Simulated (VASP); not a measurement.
Input of a VASP 6.6.1 run:

Contents of INCAR:

```
SYSTEM = La
  PREC = Accurate
  ENCUT = 500
  EDIFF = 1E-6
  ISMEAR = -1
  SIGMA = 0.08
  LREAL = .False.
  LASPH = .True.
  NELM = 200
  ALGO = Normal
  ISIF = 2
  LWAVE = .False.
  LCHARG = .False.
  GGA = CA
  NBANDS = 12
  GGA_COMPAT = .False.
  LMAXMIX = 6
```

KPOINTS

```
Automatic mesh
0
Gamma
  15 15 15
  0 0 0
```

The input POSCAR:

```
La
1.0
   -1.8381089944      1.8381089944      1.8381089944
    1.8381089944     -1.8381089944      1.8381089944
    1.8381089944      1.8381089944     -1.8381089944
La
1
Direct
    0.0000000000      0.0000000000      0.0000000000
```

Potentials or basis: VASP PAW LDA potentials, release 64 (La).

Launch:

```sh
$ cat potpaw_LDA.64/La/POTCAR > POTCAR
$ mpirun -np 1 vasp_std > vasp.out
```

**Question.** What does it give for the band gap on the k mesh?

**Answer.** Zero (an odd number of electrons rules out a gap without spin polarisation).

**Question.** Estimate the pressure.

**Answer.** 12.4 GPa.

Caveat: the cell stands under pressure; spin-orbit coupling is left out, which moves the levels of the heavy elements.
